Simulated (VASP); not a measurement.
# SnSe (Fm-3m) in VASP: further runs

Runs on SnSe. Level: PBEsol. Tasks: single point.

Everything below comes from runs of VASP 6.6.1. Logs are shortened: lines on timing, memory, paths and dates and some standing lists are left out, and cuts for length are marked.

## (1) The cell of the first run

The structure is cubic, space group Fm-3m (No. 225). Conventional cell: a = 6.176 Å, b = 6.176 Å, c = 6.176 Å, α = 90.00°, β = 90.00°, γ = 90.00°. Within 4.1 Å of Sn (site symmetry m-3m) lie 6 Se at 3.09 Å. Se (site symmetry m-3m) has 6 Sn at 3.09 Å within 4.1 Å.

## (2) Single point, PBEsol

Input file INCAR:

```
SYSTEM = SnSe
PREC = Accurate
ENCUT = 520
EDIFF = 1E-6
ISMEAR = 1
SIGMA = 0.1
LREAL = .FALSE.
LASPH = .TRUE.
NELM = 60
ALGO = Normal
ISIF = 2
LWAVE = .FALSE.
LCHARG = .FALSE.
GGA = PS
NBANDS = 17
```

Input file KPOINTS:

```
regular mesh
0
G
  6 6 6
  0 0 0
```

Input file POSCAR:

```
SnSe
1.0
    0.0000000000      3.0882165597      3.0882165597
    3.0882165597      0.0000000000      3.0882165597
    3.0882165597      3.0882165597      0.0000000000
Sn Se
1 1
Direct
    0.0000000000      0.0000000000      0.0000000000
    0.5000000000      0.5000000000      0.5000000000
```

Potentials or basis: VASP PAW PBE potentials, release 64 (Sn_d, Se).

Command:

```sh
$ cat potpaw_PBE.64/Sn_d/POTCAR potpaw_PBE.64/Se/POTCAR > POTCAR
$ mpirun -np 1 vasp_std > vasp.out
```

OUTCAR:

```text
SYSTEM = SnSe
   PREC = Accurate
   ENCUT = 520
   EDIFF = 1E-6
   ISMEAR = 1
   LREAL = .FALSE.
   LASPH = .TRUE.
   NELM = 60
   ISIF = 2
   GGA = PS

 ion  position               nearest neighbor table
   1  0.000  0.000  0.000-   2 3.09   2 3.09   2 3.09   2 3.09   2 3.09   2 3.09
   2  0.500  0.500  0.500-   1 3.09   1 3.09   1 3.09   1 3.09   1 3.09   1 3.09

  LATTYP: Found a face centered cubic cell.
 ALAT       =     6.1764331194

  Lattice vectors:

 A1 = (   0.0000000000,   3.0882165597,   3.0882165597)
 A2 = (   3.0882165597,   0.0000000000,   3.0882165597)
 A3 = (   3.0882165597,   3.0882165597,   0.0000000000)

Analysis of symmetry for initial positions (statically):
=====================================================================
 Subroutine PRICEL returns:
 Original cell was already a primitive cell.

 Routine SETGRP: Setting up the symmetry group for a
 face centered cubic supercell.

 Subroutine GETGRP returns: Found 48 space group operations
 (whereof 48 operations were pure point group operations)
 out of a pool of 48 trial point group operations.

The static configuration has the point symmetry O_h .

Analysis of symmetry for dynamics (positions and initial velocities):
=====================================================================
 Subroutine PRICEL returns:
 Original cell was already a primitive cell.

 Routine SETGRP: Setting up the symmetry group for a
 face centered cubic supercell.

 Subroutine GETGRP returns: Found 48 space group operations
 (whereof 48 operations were pure point group operations)
 out of a pool of 48 trial point group operations.

The dynamic configuration has the point symmetry O_h .

 Subroutine INISYM returns: Found 48 space group operations
 (whereof 48 operations are pure point group operations),
 and found     1 'primitive' translations

----------------------------------------------------------------------------------------

                                     Primitive cell

  volume of cell :      58.9051

  direct lattice vectors                    reciprocal lattice vectors
     0.000000000  3.088216560  3.088216560    -0.161905744  0.161905744  0.161905744
     3.088216560  0.000000000  3.088216560     0.161905744 -0.161905744  0.161905744
     3.088216560  3.088216560  0.000000000     0.161905744  0.161905744 -0.161905744

  length of vectors
[... 71 lines left out ...]
   ENCUT  =  520.0 eV  38.22 Ry    6.18 a.u.   8.12  8.12  8.12*2*pi/ulx,y,z
   NELM   =     60;   NELMIN=  2; NELMDL= -5     # of ELM steps
   EDIFF  = 0.1E-05   stopping-criterion for ELM
   LREAL  =      F    real-space projection
   EDIFFG = 0.1E-04   stopping-criterion for IOM
   NSW    =      0    number of steps for IOM
   IBRION =     -1    ionic relax: 0-MD 1-quasi-New 2-CG
   NFREE  =      0    steps in history (QN), initial steepest desc. (CG)
   ISIF   =      2    stress and relaxation
   ISYM   =      2    0-nonsym 1-usesym 2-fastsym
   POTIM  = 0.5000    time-step for ionic-motion
   TEBEG  =    0.0;   TEEND  =   0.0 temperature during run
   PSTRESS=    0.0 pullay stress
   NELECT =      20.0000    total number of electrons
   NUPDOWN=      -1.0000    fix difference up-down
   EMIN   =  10.00;   EMAX   =-10.00  energy-range for DOS
   EFERMI =   0.00;   METHOD = LEGACY
   ISMEAR =     1;   SIGMA  =   0.10  broadening in eV -4-tet -1-fermi 0-gaus
   EFERMI_NEDOS =   21; number of points for ismear=-14 and -15
   IALGO  =     38    algorithm
   IMIX   =      4    mixing-type and parameters
     AMIX     =   0.40;   BMIX     =  1.00
     AMIX_MAG =   1.60;   BMIX_MAG =  1.00
  volume/ion in A,a.u.               =      29.45       198.76
  Fermi-wavevector in a.u.,A,eV,Ry     =   1.142090  2.158238 17.747033  1.304370
  Thomas-Fermi vector in A             =   2.278789
   LORBIT       =      0    0 simple, 1 ext, 2 COOP (PROOUT), +10 PAW based schemes
   GGA     = PS    functional components
   LHFCALC =     F    Hartree Fock is set to
   AEXX    =    0.0000 exact exchange contribution
   IVDW    =     0    specifies the selected vdW correction
   LEPSILON=     F    determine dielectric tensor
   LRPA    =     F    only Hartree local field effects (RPA)
 non-spin polarized calculation
 Methfessel and Paxton  Order N= 1 SIGMA  =   0.10
  energy-cutoff  :      520.00
  volume of cell :       58.91
 maximum number of plane-waves:      1600
   NGX = 17   NGY = 17   NGZ = 17

 number of electron      19.9999995 magnetization

 Free energy of the ion-electron system (eV)
  ---------------------------------------------------
  ext. energy  EPLUGINS =         0.00000000
  ---------------------------------------------------
  free energy    TOTEN  =        -8.88825153 eV

  energy without entropy =       -8.88837515  energy(sigma->0) =       -8.88829274

 E-fermi :   4.8316     XC(G=0):  -9.4390

 val. band max:        4.5831648933   @ k =   0.5000   0.0000   0.0000
 cond. band min:       4.9163501493   @ k =   0.5000   0.0000   0.0000
 fundamental gap:      0.3331852560
 Fermi energy:         4.8315905312

 k-point     1 :       0.0000    0.0000    0.0000
  band No.  band energies     occupation
      1     -16.8994      2.00000
      2     -16.8994      2.00000
      3     -16.8994      2.00000
      4     -16.8962      2.00000
      5     -16.8962      2.00000
      6      -8.7784      2.00000
[... 297 lines left out ...]
      4     -16.8910      2.00000
      5     -16.8865      2.00000
      6      -7.7678      2.00000
[... 9 lines left out ...]
     16      15.3191      0.00000
     17      17.1234      0.00000

------------------------ aborting loop because EDIFF is reached ----------------------------------------

  FORCE on cell =-STRESS in cart. coord.  units (eV):
  Direction    XX          YY          ZZ          XY          YZ          ZX
  --------------------------------------------------------------------------------------
  -------------------------------------------------------------------------------------
  Total       -1.9373120     -1.9373120     -1.9373120      0.0000000      0.0000000     -0.0000000
  in kB      -52.6934847    -52.6934847    -52.6934847      0.0000000      0.0000000     -0.0000000
  external PRESSURE =     -52.6934847 kB  Pullay stress =       0.0000000 kB

 VOLUME and BASIS-vectors are now :
 -----------------------------------------------------------------------------
  energy-cutoff  :      520.00
  volume of cell :       58.91
      direct lattice vectors                 reciprocal lattice vectors
     0.000000000  3.088216560  3.088216560    -0.161905744  0.161905744  0.161905744
     3.088216560  0.000000000  3.088216560     0.161905744 -0.161905744  0.161905744
     3.088216560  3.088216560  0.000000000     0.161905744  0.161905744 -0.161905744

 POSITION                                       TOTAL-FORCE (eV/Angst)
 -----------------------------------------------------------------------------------
      0.00000      0.00000      0.00000        -0.000000      0.000000      0.000000
      3.08822      3.08822      3.08822         0.000000     -0.000000     -0.000000
 -----------------------------------------------------------------------------------
    total drift:                                0.000000     -0.000000     -0.000000

  FREE ENERGIE OF THE ION-ELECTRON SYSTEM (eV)
  ---------------------------------------------------
  free  energy   TOTEN  =        -8.8882515266 eV

  energy  without entropy=       -8.8883751538  energy(sigma->0) =       -8.88829274
```

OSZICAR:

```text
N       E                     dE             d eps       ncg     rms          rms(c)
DAV:   1     0.132647916553E+03    0.13265E+03   -0.96015E+03   544   0.139E+03
DAV:   2     0.386867148352E+01   -0.12878E+03   -0.12562E+03   584   0.342E+02
DAV:   3    -0.877791124231E+01   -0.12647E+02   -0.12566E+02   663   0.949E+01
DAV:   4    -0.908968698407E+01   -0.31178E+00   -0.31158E+00   682   0.159E+01
DAV:   5    -0.909895586659E+01   -0.92689E-02   -0.92686E-02   802   0.263E+00    0.273E+00
DAV:   6    -0.889133361564E+01    0.20762E+00   -0.55176E-01   739   0.446E+00    0.158E+00
DAV:   7    -0.888848320397E+01    0.28504E-02   -0.75357E-02   686   0.127E+00    0.818E-01
DAV:   8    -0.888843921152E+01    0.43992E-04   -0.80411E-03   650   0.706E-01    0.977E-02
DAV:   9    -0.888821197372E+01    0.22724E-03   -0.15081E-03   753   0.250E-01    0.496E-02
DAV:  10    -0.888824967218E+01   -0.37698E-04   -0.13196E-04   632   0.719E-02    0.909E-03
DAV:  11    -0.888825148715E+01   -0.18150E-05   -0.47546E-06   752   0.167E-02    0.273E-03
DAV:  12    -0.888825152662E+01   -0.39468E-07   -0.18006E-07   369   0.464E-03
   1 F= -.88882515E+01 E0= -.88882927E+01  d E =0.123627E-03
```

Run time: 7.1 s. Hardware: 1 thread of Intel Xeon Platinum 8559C (Emerald Rapids), shared host; peak memory 0.17 GiB.

What came out:

* Free energy: -8.8883 eV
* Pressure: -5.3 GPa
* Band gap on the k mesh: 0.33 eV, direct

Caveat: the PAW data sets were made with another functional, which shifts forces and pressure a little; spin-orbit coupling is left out, which moves the levels of the heavy elements.

(Part 1 of 2 ends here.)
